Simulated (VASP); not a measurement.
# Ti (I4/mmm) in VASP: further runs, part 2 of 2

VASP 6.6.1. Earlier steps stand in the parts before.

## Step 3: Single point, r2SCAN (strain -0.1000 x Voigt [0, 1, 0, 0, 0, 0])

Input file POSCAR:

```
Ti
1.0
   -1.6258948694      1.4633053825      1.6258948694
    1.6258948694     -1.4633053825      1.6258948694
    1.6258948694      1.4633053825     -1.6258948694
Ti
1
Direct
    0.0000000000      0.0000000000      0.0000000000
```

Input file INCAR.step1:

```
SYSTEM = Ti
ALGO = Normal
EDIFF = 1E-4
ENCUT = 520
GGA = PE
ISMEAR = 0
LASPH = .True.
LCHARG = .False.
LREAL = .False.
LWAVE = .True.
NBANDS = 12
NELM = 80
PREC = Accurate
SIGMA = 0.15
```

Input file INCAR.step2:

```
SYSTEM = Ti
ALGO = Normal
EDIFF = 1E-6
ENCUT = 520
ISIF = 2
ISMEAR = 0
ISTART = 1
LASPH = .True.
LCHARG = .False.
LMIXTAU = .True.
LREAL = .False.
LWAVE = .False.
METAGGA = R2SCAN
NBANDS = 12
NELM = 80
PREC = Accurate
SIGMA = 0.15
```

Input file KPOINTS:

```
k-points
0
Gamma
  26 26 26
  0 0 0
```

Potentials or basis: VASP PAW PBE potentials, release 64 (Ti_sv).

Command:

```
cat potpaw_PBE.64/Ti_sv/POTCAR > POTCAR
cp INCAR.step1 INCAR
mpirun -np 1 vasp_std > vasp.out
cp INCAR.step2 INCAR
mpirun -np 1 vasp_std > vasp.out
```

OUTCAR:

```text
SYSTEM = Ti
   EDIFF = 1E-6
   ENCUT = 520
   ISIF = 2
   ISMEAR = 0
   ISTART = 1
   LASPH = .True.
   LREAL = .False.
   METAGGA = R2SCAN
   NELM = 80
   PREC = Accurate

 ion  position               nearest neighbor table
   1  0.000  0.000  0.000-

  LATTYP: Found a body centered tetragonal cell.
 ALAT       =     3.2517897388
 C/A-ratio  =     0.9000000000

  Lattice vectors:

 A1 = (  -1.6258948694,  -1.4633053825,   1.6258948694)
 A2 = (   1.6258948694,  -1.4633053825,  -1.6258948694)
 A3 = (   1.6258948694,   1.4633053825,   1.6258948694)

Analysis of symmetry for initial positions (statically):
=====================================================================
 Subroutine PRICEL returns:
 Original cell was already a primitive cell.

 Routine SETGRP: Setting up the symmetry group for a
 body centered tetragonal supercell.

 Subroutine GETGRP returns: Found 16 space group operations
 (whereof 16 operations were pure point group operations)
 out of a pool of 16 trial point group operations.

The static configuration has the point symmetry D_4h.

Analysis of symmetry for dynamics (positions and initial velocities):
=====================================================================
 Subroutine PRICEL returns:
 Original cell was already a primitive cell.

 Routine SETGRP: Setting up the symmetry group for a
 body centered tetragonal supercell.

 Subroutine GETGRP returns: Found 16 space group operations
 (whereof 16 operations were pure point group operations)
 out of a pool of 16 trial point group operations.

The dynamic configuration has the point symmetry D_4h.

 Subroutine INISYM returns: Found 16 space group operations
 (whereof 16 operations are pure point group operations),
 and found     1 'primitive' translations

----------------------------------------------------------------------------------------

                                     Primitive cell

  volume of cell :      15.4732

  direct lattice vectors                    reciprocal lattice vectors
    -1.625894869  1.463305382  1.625894869     0.000000000  0.341692176  0.307522958
     1.625894869 -1.463305382  1.625894869     0.307522958  0.000000000  0.307522958
     1.625894869  1.463305382 -1.625894869     0.307522958  0.341692176  0.000000000

  length of vectors
     2.725496449  2.725496449  2.725496449     0.459699807  0.434903138  0.459699807

  position of ions in fractional coordinates (direct lattice)
     0.000000000  0.000000000  0.000000000

  ion indices of the primitive-cell ions
   primitive index   ion index
                 1           1

----------------------------------------------------------------------------------------

 KPOINTS: k-points

Automatic generation of k-mesh.
 Grid dimensions read from file:
 generate k-points for:   26   26   26

 Generating k-lattice:

  Cartesian coordinates                     Fractional coordinates (reciprocal lattice)
     0.000000000  0.013142007  0.011827806     0.038461538 -0.000000000  0.000000000
     0.011827806  0.000000000  0.011827806     0.000000000  0.038461538  0.000000000
     0.011827806  0.013142007  0.000000000     0.000000000 -0.000000000  0.038461538

  Length of vectors
     0.017680762  0.016727044  0.017680762

  Shift w.r.t. Gamma in fractional coordinates (k-lattice)
     0.000000000  0.000000000  0.000000000

 Subroutine IBZKPT returns following result:
 ===========================================

 Found   1330 irreducible k-points:

 Following reciprocal coordinates:
            Coordinates               Weight
  0.000000  0.000000  0.000000      1.000000
  0.038462  0.000000 -0.000000      8.000000
  0.076923  0.000000 -0.000000      8.000000
  0.115385 -0.000000  0.000000      8.000000
  0.153846  0.000000 -0.000000      8.000000
  0.192308 -0.000000  0.000000      8.000000
[... 16 lines left out ...]
  0.307692  0.038462 -0.000000     16.000000
  0.346154  0.038462  0.000000     16.000000
 [... further k-points ...]
   k-points           NKPTS =   1330   k-points in BZ     NKDIM =   1330   number of bands    NBANDS=     12
   number of dos      NEDOS =    301   number of ions     NIONS =      1
   total plane-waves  NPLWV =   8000
   dimension x,y,z NGX =    20 NGY =   20 NGZ =   20
   dimension x,y,z NGXF=    40 NGYF=   40 NGZF=   40
   ions per type =               1
   NGX,Y,Z   is equivalent  to a cutoff of  12.20, 12.20, 12.20 a.u.
   NGXF,Y,Z  is equivalent  to a cutoff of  24.40, 24.40, 24.40 a.u.
 SYSTEM =  Ti
   PREC   = accura    normal or accurate (medium, high low for compatibility)
   ISTART =      1    job   : 0-new  1-cont  2-samecut
   ICHARG =      0    charge: 1-file 2-atom 10-const
   ISPIN  =      1    spin polarized calculation?
   LNONCOLLINEAR =      F non collinear calculations
   LSORBIT =      F    spin-orbit coupling
   LASPH  =      T    aspherical Exc in radial PAW
   ENCUT  =  520.0 eV  38.22 Ry    6.18 a.u.   5.07  5.07  5.07*2*pi/ulx,y,z
   NELM   =     80;   NELMIN=  2; NELMDL=  0     # of ELM steps
   EDIFF  = 0.1E-05   stopping-criterion for ELM
   LREAL  =      F    real-space projection
   EDIFFG = 0.1E-04   stopping-criterion for IOM
   NSW    =      0    number of steps for IOM
   IBRION =     -1    ionic relax: 0-MD 1-quasi-New 2-CG
   NFREE  =      0    steps in history (QN), initial steepest desc. (CG)
   ISIF   =      2    stress and relaxation
   ISYM   =      2    0-nonsym 1-usesym 2-fastsym
   POTIM  = 0.5000    time-step for ionic-motion
   TEBEG  =    0.0;   TEEND  =   0.0 temperature during run
   PSTRESS=    0.0 pullay stress
   NELECT =      12.0000    total number of electrons
   NUPDOWN=      -1.0000    fix difference up-down
   EMIN   =  10.00;   EMAX   =-10.00  energy-range for DOS
   EFERMI =   0.00;   METHOD = LEGACY
   ISMEAR =     0;   SIGMA  =   0.15  broadening in eV -4-tet -1-fermi 0-gaus
   EFERMI_NEDOS =   21; number of points for ismear=-14 and -15
   IALGO  =     38    algorithm
   IMIX   =      4    mixing-type and parameters
     AMIX     =   0.40;   BMIX     =  1.00
     AMIX_MAG =   1.60;   BMIX_MAG =  1.00
  volume/ion in A,a.u.               =      15.47       104.42
  Fermi-wavevector in a.u.,A,eV,Ry     =   1.504095  2.842328 30.780487  2.262302
  Thomas-Fermi vector in A             =   2.615119
   LORBIT       =      0    0 simple, 1 ext, 2 COOP (PROOUT), +10 PAW based schemes
   METAGGA = R2SCAN    functional components
   LHFCALC =     F    Hartree Fock is set to
   AEXX    =    0.0000 exact exchange contribution
   IVDW    =     0    specifies the selected vdW correction
   LEPSILON=     F    determine dielectric tensor
   LRPA    =     F    only Hartree local field effects (RPA)
 non-spin polarized calculation
 Gauss-broadening in eV      SIGMA  =   0.15
  energy-cutoff  :      520.00
  volume of cell :       15.47
 maximum number of plane-waves:       434
   NGX = 11   NGY = 11   NGZ = 11

 number of electron      12.0000004 magnetization

 Free energy of the ion-electron system (eV)
  ---------------------------------------------------
  ext. energy  EPLUGINS =         0.00000000
  ---------------------------------------------------
  free energy    TOTEN  =       -12.76063470 eV

  energy without entropy =      -12.74082496  energy(sigma->0) =      -12.75072983

 E-fermi :   9.4253     XC(G=0): -13.0056

 val. band max:        9.4248271829   @ k =  -0.1154   0.3077   0.0769
 cond. band min:       9.4272883224   @ k =   0.3846   0.2692   0.0385
 fundamental gap:      0.0024611395
 Fermi energy:         9.4252886533

 k-point     1 :       0.0000    0.0000    0.0000
  band No.  band energies     occupation
      1     -49.2814      2.00000
      2     -23.9255      2.00000
      3     -23.9255      2.00000
      4     -23.9101      2.00000
      5       2.8473      2.00000
      6      10.0250      0.00000
      7      11.0456      0.00000
      8      11.0456      0.00000
      9      12.0049      0.00000
     10      13.1948      0.00000
     11      27.6523      0.00000
     12      27.6523      0.00000
[... 331 lines left out ...]
 k-point    24 :       0.3462    0.0385    0.0000
  band No.  band energies     occupation
      1     -49.0908      2.00000
      2     -24.7586      2.00000
      3     -24.1925      2.00000
      4     -23.9733      2.00000
      5       6.2948      2.00000
      6       8.8772      2.00000
      7      10.0897      0.00000
      8      12.7608      0.00000
      9      13.1649      0.00000
     10      13.7224      0.00000
     11      22.3901      0.00000
     12      24.8056      0.00000

 [... further k-points ...]

------------------------ aborting loop because EDIFF is reached ----------------------------------------

  FORCE on cell =-STRESS in cart. coord.  units (eV):
  Direction    XX          YY          ZZ          XY          YZ          ZX
  --------------------------------------------------------------------------------------
  -------------------------------------------------------------------------------------
  Total        1.4599444      1.2768001      1.4599444     -0.0000000     -0.0000000      0.0000000
  in kB      151.1704882    132.2067395    151.1704882     -0.0000000     -0.0000000      0.0000000
  external PRESSURE =     144.8492387 kB  Pullay stress =       0.0000000 kB

 VOLUME and BASIS-vectors are now :
 -----------------------------------------------------------------------------
  energy-cutoff  :      520.00
  volume of cell :       15.47
      direct lattice vectors                 reciprocal lattice vectors
    -1.625894869  1.463305382  1.625894869     0.000000000  0.341692176  0.307522958
     1.625894869 -1.463305382  1.625894869     0.307522958  0.000000000  0.307522958
     1.625894869  1.463305382 -1.625894869     0.307522958  0.341692176  0.000000000

 POSITION                                       TOTAL-FORCE (eV/Angst)
 -----------------------------------------------------------------------------------
      0.00000      0.00000      0.00000         0.000000      0.000000      0.000000
 -----------------------------------------------------------------------------------
    total drift:                                0.000000      0.000000      0.000000

  FREE ENERGIE OF THE ION-ELECTRON SYSTEM (eV)
  ---------------------------------------------------
  free  energy   TOTEN  =       -12.7606347021 eV

  energy  without entropy=      -12.7408249647  energy(sigma->0) =      -12.75072983
```

OSZICAR.step1:

```text
N       E                     dE             d eps       ncg     rms          rms(c)
DAV:   1     0.864635454816E+02    0.86464E+02   -0.65614E+03 32108   0.124E+03
DAV:   2    -0.431713044663E+01   -0.90781E+02   -0.88302E+02 32456   0.299E+02
DAV:   3    -0.839918938701E+01   -0.40821E+01   -0.40368E+01 43672   0.646E+01
DAV:   4    -0.848597139962E+01   -0.86782E-01   -0.86688E-01 35468   0.831E+00
DAV:   5    -0.848806135075E+01   -0.20900E-02   -0.20899E-02 37200   0.112E+00    0.934E+00
DAV:   6    -0.766681386720E+01    0.82125E+00   -0.17683E+00 34888   0.199E+01    0.267E+00
DAV:   7    -0.766301663444E+01    0.37972E-02   -0.92988E-02 38940   0.373E+00    0.140E+00
DAV:   8    -0.767787993199E+01   -0.14863E-01   -0.42984E-02 33080   0.236E+00    0.123E-01
DAV:   9    -0.767829284384E+01   -0.41291E-03   -0.43718E-03 38560   0.633E-01    0.105E-01
DAV:  10    -0.767838013342E+01   -0.87290E-04   -0.28020E-04 33372   0.187E-01
   1 F= -.76783801E+01 E0= -.76677772E+01  d E =-.212059E-01
```

Wall time 10 min (1 thread of Intel Xeon 6975P-C (Granite Rapids), shared host); peak memory 0.33 GiB.

What came out:

```
Free energy            : -12.7606 eV
Pressure               : 14.5 GPa
Band gap on the k mesh : zero (bands 6 and 7 overlap by 1.81 eV)
```

Caveat: the cell differs from its parent crystal (strain -0.1000 x Voigt [0, 1, 0, 0, 0, 0]); the cell stands under pressure; the PAW data sets were made with another functional, which shifts forces and pressure a little.

## Step 4: Single point, r2SCAN (strain -0.0750 x Voigt [0, 1, 0, 0, 0, 0])

Input file POSCAR:

```
Ti
1.0
   -1.6258948694      1.5039527542      1.6258948694
    1.6258948694     -1.5039527542      1.6258948694
    1.6258948694      1.5039527542     -1.6258948694
Ti
1
Direct
    0.0000000000      0.0000000000      0.0000000000
```

Input file INCAR.step1:

```
  ALGO = Normal
  EDIFF = 1E-4
  ENCUT = 520
  GGA = PE
  ISMEAR = 0
  LASPH = T
  LCHARG = F
  LREAL = F
  LWAVE = T
  NBANDS = 12
  NELM = 80
  PREC = Accurate
  SIGMA = 0.15
```

Input file INCAR.step2:

```
  ALGO = Normal
  EDIFF = 1E-6
  ENCUT = 520
  ISIF = 2
  ISMEAR = 0
  ISTART = 1
  LASPH = T
  LCHARG = F
  LMIXTAU = T
  LREAL = F
  LWAVE = F
  METAGGA = R2SCAN
  NBANDS = 12
  NELM = 80
  PREC = Accurate
  SIGMA = 0.15
```

Input file KPOINTS:

```
k-points
0
Gamma
  26 26 26
```

Command:

```
cat potpaw_PBE.64/Ti_sv/POTCAR > POTCAR
cp INCAR.step1 INCAR
mpirun -np 1 vasp_std > vasp.out
cp INCAR.step2 INCAR
mpirun -np 1 vasp_std > vasp.out
```

It took 10 min on 1 thread of Intel Xeon 6975P-C (Granite Rapids), shared host; peak memory 0.33 GiB.

It converged, with:

```
Free energy            : -12.7904 eV
Pressure               : 10.5 GPa
Band gap on the k mesh : zero (bands 6 and 7 overlap by 1.94 eV)
```

Stress tensor (GPa, compression positive):
```
11.37  0.00  0.00
 0.00  8.69  0.00
 0.00  0.00 11.37
```

Levels at points of the mesh, in eV from the Fermi level:
```csv
k point,band 4,band 5,band 6,band 7,band 8,band 9
"(0.00, 0.00, 0.00)",-33.43,-6.52,0.76,1.48,1.48,2.71
"(0.50, 0.00, 0.00)",-33.47,-2.84,-0.71,1.49,3.23,3.94
"(0.00, 0.50, 0.00)",-33.41,-2.82,0.13,0.85,2.67,3.42
"(0.50, 0.50, 0.50)",-33.95,-2.73,-2.52,4.53,4.53,4.65
```

Caveat: the cell differs from its parent crystal (strain -0.0750 x Voigt [0, 1, 0, 0, 0, 0]); the cell stands under pressure; the PAW data sets were made with another functional, which shifts forces and pressure a little.

## Step 5: Overview

| cell | gap on the mesh (eV) | pressure (GPa) |
| --- | --- | --- |
| a = 2.888 Å, angles 111.5, 105.5, 111.5°, 1 atom | none | -6.5 |
| a = 2.725 Å, angles 106.8, 115.1, 106.8°, 1 atom | none | 14.5 |
| a = 2.748 Å, angles 107.4, 113.6, 107.4°, 1 atom | none | 10.5 |

Alike in all rows: task single point; level r2SCAN; potentials or basis VASP PAW PBE potentials, release 64 (Ti_sv); no spin polarisation; k mesh 26 × 26 × 26; cutoff (eV) 520; smearing gaussian 0.15 eV.

Caveats: the PAW data sets were made with another functional, which shifts forces and pressure a little; the cell stands under pressure (at least some runs); the cell stands under tension (at least some runs).

Total energies depend on the potentials used, so only differences within one code and one set of settings carry meaning.
